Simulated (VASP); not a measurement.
# BaTiO3 (Pm-3m) in VASP: further runs

The runs below take BaTiO3 through relaxation of cell and atoms, single point, with r2SCAN, r2SCAN+U.

Program: VASP 6.6.1. These are calculated values, not measurements. Logs are shortened: lines on timing, memory, paths and dates and some standing lists are left out, and cuts for length are marked.

## Step 1: The cell of the first run

Symmetry: Pm-3m, No. 221, cubic system. The conventional cell has a = 4.072 Å, b = 4.072 Å, c = 4.072 Å, α = 90.00°, β = 90.00°, γ = 90.00°. Ba (site symmetry m-3m) has 12 O at 2.88 Å and 8 Ti at 3.53 Å within 3.8 Å. Within 2.7 Å of O (site symmetry 4/mmm) lie 2 Ti at 2.04 Å. Within 2.7 Å of Ti (site symmetry m-3m) lie 6 O at 2.04 Å.

## Step 2: Relaxation of cell and atoms, r2SCAN

File POSCAR:

```
BaTiO3
1.0
    4.0720311100      0.0000000000      0.0000000000
    0.0000000000      4.0720311100      0.0000000000
    0.0000000000      0.0000000000      4.0720311100
Ba O Ti
1 3 1
Direct
    0.0000000000      0.0000000000      0.0000000000
    0.5000000000      0.5000000000      0.0000000000
    0.0000000000      0.5000000000      0.5000000000
    0.5000000000      0.0000000000      0.5000000000
    0.5000000000      0.5000000000      0.5000000000
```

File INCAR.step1:

```
ALGO = Normal ; EDIFF = 1E-4
ENCUT = 600 ; GGA = PE
ISMEAR = -4 ; LASPH = T
LCHARG = F ; LREAL = F
LWAVE = T ; NELM = 60
PREC = Accurate ; SIGMA = 0.1
```

File INCAR.step2:

```
ALGO = Normal ; EDIFF = 1E-6
EDIFFG = -0.01 ; ENCUT = 600
IBRION = 2 ; ISIF = 3
ISMEAR = -4 ; ISTART = 1
LASPH = T ; LCHARG = F
LMIXTAU = T ; LREAL = F
LWAVE = F ; METAGGA = R2SCAN
NELM = 60 ; NSW = 60
PREC = Accurate ; SIGMA = 0.1
```

File KPOINTS:

```
k-points
0
Gamma
  5 5 5
```

Potentials or basis: VASP PAW PBE potentials, release 64 (Ba_sv, O, Ti_sv).

On the command line:

```sh
$ cat potpaw_PBE.64/Ba_sv/POTCAR potpaw_PBE.64/O/POTCAR potpaw_PBE.64/Ti_sv/POTCAR > POTCAR
$ cp INCAR.step1 INCAR
$ mpirun -np 1 vasp_std > vasp.out
$ cp INCAR.step2 INCAR
$ mpirun -np 1 vasp_std > vasp.out
```

OUTCAR:

```text
EDIFF = 1E-6
   EDIFFG = -0.01
   ENCUT = 600
   IBRION = 2
   ISIF = 3
   ISMEAR = -4
   ISTART = 1
   LASPH = T
   LREAL = F
   METAGGA = R2SCAN
   NELM = 60
   NSW = 60
   PREC = Accurate

 ion  position               nearest neighbor table
   1  0.000  0.000  0.000-   2 2.88   3 2.88   4 2.88   3 2.88   4 2.88   2 2.88   3 2.88   3 2.88
                             2 2.88   4 2.88   4 2.88   2 2.88   5 3.53   5 3.53   5 3.53   5 3.53
   2  0.500  0.500  0.000-   5 2.04   5 2.04   1 2.88   1 2.88   1 2.88   1 2.88
   3  0.000  0.500  0.500-   5 2.04   5 2.04   1 2.88   1 2.88   1 2.88   1 2.88
   4  0.500  0.000  0.500-   5 2.04   5 2.04   1 2.88   1 2.88   1 2.88   1 2.88
   5  0.500  0.500  0.500-   2 2.04   3 2.04   4 2.04   2 2.04   4 2.04   3 2.04   1 3.53   1 3.53
                             1 3.53   1 3.53   1 3.53   1 3.53   1 3.53   1 3.53

  LATTYP: Found a simple cubic cell.
 ALAT       =     4.0720311100

  Lattice vectors:

 A1 = (   4.0720311100,   0.0000000000,   0.0000000000)
 A2 = (   0.0000000000,   4.0720311100,   0.0000000000)
 A3 = (   0.0000000000,   0.0000000000,   4.0720311100)

Analysis of symmetry for initial positions (statically):
=====================================================================
 Subroutine PRICEL returns:
 Original cell was already a primitive cell.

 Routine SETGRP: Setting up the symmetry group for a
 simple cubic supercell.

 Subroutine GETGRP returns: Found 48 space group operations
 (whereof 48 operations were pure point group operations)
 out of a pool of 48 trial point group operations.

The static configuration has the point symmetry O_h .

Analysis of symmetry for dynamics (positions and initial velocities):
=====================================================================
 Subroutine PRICEL returns:
 Original cell was already a primitive cell.

 Routine SETGRP: Setting up the symmetry group for a
 simple cubic supercell.

 Subroutine GETGRP returns: Found 48 space group operations
 (whereof 48 operations were pure point group operations)
 out of a pool of 48 trial point group operations.

The dynamic configuration has the point symmetry O_h .

 Subroutine INISYM returns: Found 48 space group operations
 (whereof 48 operations are pure point group operations),
 and found     1 'primitive' translations

----------------------------------------------------------------------------------------

                                     Primitive cell

  volume of cell :      67.5201

  direct lattice vectors                    reciprocal lattice vectors
     4.072031110  0.000000000  0.000000000     0.245577692  0.000000000  0.000000000
     0.000000000  4.072031110  0.000000000     0.000000000  0.245577692  0.000000000
     0.000000000  0.000000000  4.072031110     0.000000000  0.000000000  0.245577692

  length of vectors
     4.072031110  4.072031110  4.072031110     0.245577692  0.245577692  0.245577692

  position of ions in fractional coordinates (direct lattice)
     0.000000000  0.000000000  0.000000000
     0.500000000  0.500000000  0.000000000
     0.000000000  0.500000000  0.500000000
     0.500000000  0.000000000  0.500000000
     0.500000000  0.500000000  0.500000000

  ion indices of the primitive-cell ions
   primitive index   ion index
                 1           1
                 2           2
                 3           3
                 4           4
                 5           5

----------------------------------------------------------------------------------------

 KPOINTS: k-points

Automatic generation of k-mesh.
 Grid dimensions read from file:
 generate k-points for:    5    5    5

 Generating k-lattice:

  Cartesian coordinates                     Fractional coordinates (reciprocal lattice)
     0.049115538  0.000000000  0.000000000     0.200000000  0.000000000  0.000000000
     0.000000000  0.049115538  0.000000000     0.000000000  0.200000000  0.000000000
     0.000000000  0.000000000  0.049115538     0.000000000  0.000000000  0.200000000

  Length of vectors
[... 37 lines left out ...]
   LNONCOLLINEAR =      F non collinear calculations
   LSORBIT =      F    spin-orbit coupling
   LASPH  =      T    aspherical Exc in radial PAW
   ENCUT  =  600.0 eV  44.10 Ry    6.64 a.u.   8.13  8.13  8.13*2*pi/ulx,y,z
   NELM   =     60;   NELMIN=  2; NELMDL=  0     # of ELM steps
   EDIFF  = 0.1E-05   stopping-criterion for ELM
   LREAL  =      F    real-space projection
   EDIFFG = -.1E-01   stopping-criterion for IOM
   NSW    =     60    number of steps for IOM
   IBRION =      2    ionic relax: 0-MD 1-quasi-New 2-CG
   NFREE  =      1    steps in history (QN), initial steepest desc. (CG)
   ISIF   =      3    stress and relaxation
   ISYM   =      2    0-nonsym 1-usesym 2-fastsym
   POTIM  = 0.5000    time-step for ionic-motion
   TEBEG  =    0.0;   TEEND  =   0.0 temperature during run
   PSTRESS=    0.0 pullay stress
   NELECT =      40.0000    total number of electrons
   NUPDOWN=      -1.0000    fix difference up-down
   EMIN   =  10.00;   EMAX   =-10.00  energy-range for DOS
   EFERMI =   0.00;   METHOD = LEGACY
   ISMEAR =    -4;   SIGMA  =   0.10  broadening in eV -4-tet -1-fermi 0-gaus
   EFERMI_NEDOS =   21; number of points for ismear=-14 and -15
   IALGO  =     38    algorithm
   IMIX   =      4    mixing-type and parameters
     AMIX     =   0.40;   BMIX     =  1.00
     AMIX_MAG =   1.60;   BMIX_MAG =  1.00
  volume/ion in A,a.u.               =      13.50        91.13
  Fermi-wavevector in a.u.,A,eV,Ry     =   1.374940  2.598260 25.721269  1.890460
  Thomas-Fermi vector in A             =   2.500321
   LORBIT       =      0    0 simple, 1 ext, 2 COOP (PROOUT), +10 PAW based schemes
   METAGGA = R2SCAN    functional components
   LHFCALC =     F    Hartree Fock is set to
   AEXX    =    0.0000 exact exchange contribution
   IVDW    =     0    specifies the selected vdW correction
   LEPSILON=     F    determine dielectric tensor
   LRPA    =     F    only Hartree local field effects (RPA)
 conjugate gradient relaxation of ions
 non-spin polarized calculation
 Fermi weights with tetrahedron method witout Bloechl corrections
  energy-cutoff  :      600.00
  volume of cell :       67.52
 maximum number of plane-waves:      2301
 NGX is ok and might be reduce to    36
   NGX = 17   NGY = 17   NGZ = 17

--------------------------------------- Ionic step        1  -------------------------------------------

 number of electron      39.9999993 magnetization

 Free energy of the ion-electron system (eV)
  ---------------------------------------------------
  ext. energy  EPLUGINS =         0.00000000
  ---------------------------------------------------
  free energy    TOTEN  =       -74.16761849 eV

  energy without entropy =      -74.16761849  energy(sigma->0) =      -74.16761849

------------------------ aborting loop because EDIFF is reached ----------------------------------------

  FORCE on cell =-STRESS in cart. coord.  units (eV):
  Direction    XX          YY          ZZ          XY          YZ          ZX
  --------------------------------------------------------------------------------------
  -------------------------------------------------------------------------------------
  Total       -3.2577546     -3.2577546     -3.2577546      0.0000000     -0.0000000      0.0000000
  in kB      -77.3028818    -77.3028818    -77.3028818      0.0000000     -0.0000000      0.0000000
  external PRESSURE =     -77.3028818 kB  Pullay stress =       0.0000000 kB
[... 63 lines left out ...]
  energy  without entropy=      -74.1620286858  energy(sigma->0) =      -74.16202869

--------------------------------------- Ionic step        3  -------------------------------------------

 number of electron      39.9999997 magnetization

 Free energy of the ion-electron system (eV)
  ---------------------------------------------------
  ext. energy  EPLUGINS =         0.00000000
  ---------------------------------------------------
  free energy    TOTEN  =       -74.24751610 eV

  energy without entropy =      -74.24751610  energy(sigma->0) =      -74.24751610

 E-fermi :   3.4518     XC(G=0): -11.8957

 val. band max:        3.3811202757   @ k =   0.4000   0.4000   0.4000
 cond. band min:       5.6211822775   @ k =   0.0000   0.0000   0.0000
 fundamental gap:      2.2400620018
 Fermi energy:         3.4517702940

 k-point     1 :       0.0000    0.0000    0.0000
  band No.  band energies     occupation
      1     -55.4062      2.00000
      2     -30.5615      2.00000
      3     -30.5615      2.00000
      4     -30.5615      2.00000
      5     -21.9793      2.00000
      6     -14.3529      2.00000
[... 291 lines left out ...]
  FREE ENERGIE OF THE ION-ELECTRON SYSTEM (eV)
  ---------------------------------------------------
  free  energy   TOTEN  =       -74.2475161045 eV

  energy  without entropy=      -74.2475161045  energy(sigma->0) =      -74.24751610

 reached required accuracy - stopping structural energy minimisation
```

Run time: 3.1 min. Hardware: 1 thread of AMD EPYC 9R45 (Zen 5), shared host; peak memory 0.21 GiB.

Results:

* Free energy: -74.2475 eV
* Relaxed volume: 12.88 Å³/atom
* Relaxed cell: a = 4.008 Å, b = 4.008 Å, c = 4.008 Å, α = 90.00°, β = 90.00°, γ = 90.00°
* Space group after relaxing (to 0.1 Å): Pm-3m (No. 221)
* Energy gained by relaxing: 16.0 meV/atom
* Ionic steps: 3
* Pressure after relaxing: -0.1 GPa
* Band gap on the k mesh: 2.24 eV (least direct gap 2.28 eV)

Step by step:
```csv
step,energy change (eV),largest force (eV/Å),pressure (GPa),volume (Å³)
1,0.0000,0.0000,-7.73,67.52
2,0.0056,0.0000,9.55,61.35
3,-0.0799,0.0000,-0.06,64.38
```

Final structure:
```
CELL_PARAMETERS angstrom
4.00784 0.00000 0.00000
0.00000 4.00784 0.00000
0.00000 0.00000 4.00784
ATOMIC_POSITIONS crystal
Ba 0.00000 0.00000 0.00000
O 0.50000 0.50000 0.00000
O 0.00000 0.50000 0.50000
O 0.50000 0.00000 0.50000
Ti 0.50000 0.50000 0.50000
```

Caveat: the PAW data sets were made with another functional, which shifts forces and pressure a little; spin-orbit coupling is left out, which moves the levels of the heavy elements; an odd mesh through Γ misses points on the zone boundary, where band edges can lie.

## Step 3: Relaxation of cell and atoms, r2SCAN

POSCAR is that of step 2.

File INCAR.step1:

```
SYSTEM = BaTiO3
  ALGO = Normal
  EDIFF = 1E-4
  ENCUT = 600
  GGA = PE
  ISMEAR = 1
  LASPH = .True.
  LCHARG = .False.
  LREAL = .False.
  LWAVE = .True.
  NELM = 80
  PREC = Accurate
  SIGMA = 0.1
```

File INCAR.step2:

```
SYSTEM = BaTiO3
  ALGO = Normal
  EDIFF = 1E-6
  EDIFFG = -0.01
  ENCUT = 600
  IBRION = 2
  ISIF = 3
  ISMEAR = 1
  ISTART = 1
  LASPH = .True.
  LCHARG = .False.
  LMIXTAU = .True.
  LREAL = .False.
  LWAVE = .False.
  METAGGA = R2SCAN
  NELM = 80
  NSW = 60
  PREC = Accurate
  SIGMA = 0.1
```

File KPOINTS:

```
k-points
0
Gamma
  5 5 5
  0 0 0
```

Potentials or basis: VASP PAW PBE potentials, release 64 (Ba_sv, O, Ti_sv).

On the command line:

```sh
$ cat potpaw_PBE.64/Ba_sv/POTCAR potpaw_PBE.64/O/POTCAR potpaw_PBE.64/Ti_sv/POTCAR > POTCAR
$ cp INCAR.step1 INCAR
$ mpirun -np 1 vasp_std > vasp.out
$ cp INCAR.step2 INCAR
$ mpirun -np 1 vasp_std > vasp.out
```

It took 3.1 min on 1 thread of AMD EPYC 9R45 (Zen 5), shared host; peak memory 0.21 GiB.

The run converged. Its results:

```
Free energy                           : -74.2460 eV
Relaxed volume                        : 12.88 Å³/atom
Relaxed cell                          : a = 4.008 Å, b = 4.008 Å, c = 4.008 Å, α = 90.00°, β = 90.00°, γ = 90.00°
Space group after relaxing (to 0.1 Å) : Pm-3m (No. 221)
Energy gained by relaxing             : 16.0 meV/atom
Ionic steps                           : 3
Pressure after relaxing               : -0.1 GPa
Band gap on the k mesh                : 2.24 eV (least direct gap 2.28 eV)
```

Step by step:
```tsv
step	energy change (eV)	largest force (eV/Å)	pressure (GPa)	volume (Å³)
1	0.0000	0.0000	-7.73	67.52
2	0.0053	0.0000	9.52	61.35
3	-0.0799	0.0000	-0.06	64.38
```

Final structure:
```xyz
5
Lattice="4.0078 0.0000 0.0000 0.0000 4.0078 0.0000 0.0000 0.0000 4.0078" Properties=species:S:1:pos:R:3 pbc="T T T"
Ba    0.0000    0.0000    0.0000
O     2.0039    2.0039    0.0000
O     0.0000    2.0039    2.0039
O     2.0039    0.0000    2.0039
Ti    2.0039    2.0039    2.0039
```

Levels at points of the mesh, in eV from the valence-band top:
| k point | band 18 | band 19 | band 20 | band 21 | band 22 | band 23 |
| --- | --- | --- | --- | --- | --- | --- |
| (0.00, 0.00, 0.00) | -0.04 | -0.04 | -0.04 | 2.24 | 2.24 | 2.24 |

Caveat: the PAW data sets were made with another functional, which shifts forces and pressure a little; spin-orbit coupling is left out, which moves the levels of the heavy elements; an odd mesh through Γ misses points on the zone boundary, where band edges can lie.

## Step 4: Relaxation of cell and atoms, r2SCAN+U

POSCAR is that of step 3.

File INCAR.step1:

```
SYSTEM = BaTiO3
ALGO = Normal ; EDIFF = 1E-4
ENCUT = 600 ; GGA = PE
ISMEAR = -1 ; LASPH = .TRUE.
LCHARG = .FALSE. ; LDAU = .TRUE.
LDAUJ = 0 0 0 ; LDAUL = -1 -1 2
LDAUTYPE = 2 ; LDAUU = 0 0 2
LMAXMIX = 4 ; LREAL = .FALSE.
LWAVE = .TRUE. ; NELM = 150
PREC = Accurate ; SIGMA = 0.1
```

File INCAR.step2:

```
SYSTEM = BaTiO3
ALGO = Normal ; EDIFF = 1E-6
EDIFFG = -0.01 ; ENCUT = 600
IBRION = 2 ; ISIF = 3
ISMEAR = -1 ; ISTART = 1
LASPH = .TRUE. ; LCHARG = .FALSE.
LDAU = .TRUE. ; LDAUJ = 0 0 0
LDAUL = -1 -1 2 ; LDAUPRINT = 1
LDAUTYPE = 2 ; LDAUU = 0 0 2
LMAXMIX = 4 ; LMIXTAU = .TRUE.
LREAL = .FALSE. ; LWAVE = .FALSE.
METAGGA = R2SCAN ; NELM = 150
NSW = 60 ; PREC = Accurate
SIGMA = 0.1
```

File KPOINTS:

```
k-points
0
G
  5 5 5
  0 0 0
```

On the command line:

```sh
$ cat potpaw_PBE.64/Ba_sv/POTCAR potpaw_PBE.64/O/POTCAR potpaw_PBE.64/Ti_sv/POTCAR > POTCAR
$ cp INCAR.step1 INCAR
$ mpirun -np 1 vasp_std > vasp.out
$ cp INCAR.step2 INCAR
$ mpirun -np 1 vasp_std > vasp.out
```

Run time: 3.1 min. Hardware: 1 thread of AMD EPYC 9R45 (Zen 5), shared host; peak memory 0.21 GiB.

The run converged. Its results:

```yaml
Free_energy: -72.9387 eV
Relaxed_volume: 12.99 Å³/atom
Relaxed_cell: a = 4.019 Å, b = 4.019 Å, c = 4.019 Å, α = 90.00°, β = 90.00°, γ = 90.00°
Space_group_after_relaxing_to_0.1_Å: Pm-3m (No. 221)
Energy_gained_by_relaxing: 10.8 meV/atom
Ionic_steps: 3
Pressure_after_relaxing: 0.0 GPa
Band_gap_on_the_k_mesh: 2.47 eV (least direct gap 2.54 eV)
```

The path:
| step | energy change (eV) | largest force (eV/Å) | pressure (GPa) | volume (Å³) |
| --- | --- | --- | --- | --- |
| 1 | 0.0000 | 0.0000 | -6.41 | 67.52 |
| 2 | 0.0052 | 0.0000 | 7.77 | 62.37 |
| 3 | -0.0541 | 0.0000 | -0.03 | 64.93 |

Final structure:
```yaml
crystal:
  lattice:
    - [4.01927, 0.00000, 0.00000]
    - [0.00000, 4.01927, 0.00000]
    - [0.00000, 0.00000, 4.01927]
  atoms:
    - { symbol: Ba, position: [0.00000, 0.00000, 0.00000] }
    - { symbol: O, position: [0.50000, 0.50000, 0.00000] }
    - { symbol: O, position: [0.00000, 0.50000, 0.50000] }
    - { symbol: O, position: [0.50000, 0.00000, 0.50000] }
    - { symbol: Ti, position: [0.50000, 0.50000, 0.50000] }
```

Levels at points of the mesh, in eV from the valence-band top:
```tsv
k point	band 17	band 18	band 19	band 20	band 21	band 22	band 23	band 24
(0.00, 0.00, 0.00)	-0.99	-0.07	-0.07	-0.07	2.47	2.47	2.47	4.22
```

Eigenvalues of the final occupation matrices:
```
    site  spin  trace               eigenvalues
site 5 d     1   0.78  0.10 0.10 0.10 0.24 0.24
site 5 d     2   0.78  0.10 0.10 0.10 0.24 0.24
```

Caveat: the PAW data sets were made with another functional, which shifts forces and pressure a little; spin-orbit coupling is left out, which moves the levels of the heavy elements; an odd mesh through Γ misses points on the zone boundary, where band edges can lie.

## Step 5: Single point, r2SCAN

This run uses another cell than the first one, of 12.74 Å³/atom.

Changes to POSCAR since step 4:

```diff
@@ -2,5 +2,5 @@
 1.0
-    4.0720311100      0.0000000000      0.0000000000
-    0.0000000000      4.0720311100      0.0000000000
-    0.0000000000      0.0000000000      4.0720311100
+    3.9939408047      0.0000000000      0.0000000000
+    0.0000000000      3.9939408047      0.0000000000
+    0.0000000000      0.0000000000      3.9939408047
 Ba O Ti
```

File INCAR.step1:

```
PREC = Accurate
ENCUT = 1480
ISMEAR = -1
SIGMA = 0.1
LREAL = F
LASPH = T
NELM = 120
NBANDS = 28
GGA = PE
ALGO = Normal
EDIFF = 1E-5
LWAVE = T
LCHARG = F
GGA_COMPAT = F
```

File INCAR.step2:

```
PREC = Accurate
ENCUT = 1480
EDIFF = 1E-6
ISMEAR = -1
SIGMA = 0.1
LREAL = F
LASPH = T
NELM = 120
ALGO = Normal
ISIF = 2
LWAVE = F
LCHARG = F
METAGGA = R2SCAN
LMIXTAU = T
NBANDS = 28
ISTART = 1
GGA_COMPAT = F
```

File KPOINTS:

```
regular mesh
0
Gamma
  6 6 6
```

Potentials or basis: VASP PAW PBE potentials, release 64 (Ba_sv, O_h, Ti_sv).

On the command line:

```sh
$ cat potpaw_PBE.64/Ba_sv/POTCAR potpaw_PBE.64/O_h/POTCAR potpaw_PBE.64/Ti_sv/POTCAR > POTCAR
$ cp INCAR.step1 INCAR
$ mpirun -np 1 vasp_std > vasp.out
$ cp INCAR.step2 INCAR
$ mpirun -np 1 vasp_std > vasp.out
```

Wall time 4.3 min (1 thread of Intel Xeon 6975P-C (Granite Rapids), shared host); peak memory 0.52 GiB.

It converged, with:

```
Free energy            : -74.2749 eV
Pressure               : 1.9 GPa
Band gap on the k mesh : 2.16 eV (least direct gap 2.30 eV)
```

Levels at points of the mesh, in eV from the valence-band top:
| k point | band 16 | band 17 | band 18 | band 19 | band 20 | band 21 | band 22 | band 23 | band 24 | band 25 |
| --- | --- | --- | --- | --- | --- | --- | --- | --- | --- | --- |
| (0.00, 0.00, 0.00) | -1.13 | -1.13 | -0.15 | -0.15 | -0.15 | 2.16 | 2.16 | 2.16 | 4.22 | 4.22 |
| (0.50, 0.00, 0.00) | -1.94 | -1.83 | -1.83 | -0.74 | -0.74 | 2.31 | 3.89 | 3.89 | 4.23 | 6.38 |
| (0.50, 0.50, 0.00) | -2.70 | -1.77 | -0.88 | -0.88 | -0.09 | 3.90 | 3.90 | 4.34 | 5.15 | 8.17 |
| (0.50, 0.50, 0.50) | -2.42 | -2.42 | 0.00 | 0.00 | 0.00 | 4.59 | 4.59 | 4.59 | 7.45 | 7.45 |

Caveat: the PAW data sets were made with another functional, which shifts forces and pressure a little; spin-orbit coupling is left out, which moves the levels of the heavy elements.

## Step 6: The runs side by side

| task | level | potentials or basis | U | cell | k mesh | cutoff (eV) | smearing | gap on the mesh (eV) | pressure (GPa) | relaxed volume (Å³/atom) |
| --- | --- | --- | --- | --- | --- | --- | --- | --- | --- | --- |
| relaxation of cell and atoms | r2SCAN | VASP PAW PBE potentials, release 64 (Ba_sv, O, Ti_sv) | - | relaxed from a = 4.072 Å, 5 atoms | 5 × 5 × 5 | 600 | tetrahedron | 2.24 | -0.1 | 12.88 |
| relaxation of cell and atoms | r2SCAN | VASP PAW PBE potentials, release 64 (Ba_sv, O, Ti_sv) | - | relaxed from a = 4.072 Å, 5 atoms | 5 × 5 × 5 | 600 | methfessel-paxton 0.1 eV | 2.24 | -0.1 | 12.88 |
| relaxation of cell and atoms | r2SCAN+U | VASP PAW PBE potentials, release 64 (Ba_sv, O, Ti_sv) | Ti d U = 2.0 eV | relaxed from a = 4.072 Å, 5 atoms | 5 × 5 × 5 | 600 | fermi-dirac 0.1 eV | 2.47 | 0.0 | 12.99 |
| single point | r2SCAN | VASP PAW PBE potentials, release 64 (Ba_sv, O_h, Ti_sv) | - | a = 3.994 Å, 5 atoms | 6 × 6 × 6 | 1480 | fermi-dirac 0.1 eV | 2.16 | 1.9 | - |

Alike in all rows: no spin polarisation.

Caveats: the PAW data sets were made with another functional, which shifts forces and pressure a little; spin-orbit coupling is left out, which moves the levels of the heavy elements; an odd mesh through Γ misses points on the zone boundary, where band edges can lie (at least some runs).

Absolute energies hang on the potentials; compare differences alone.
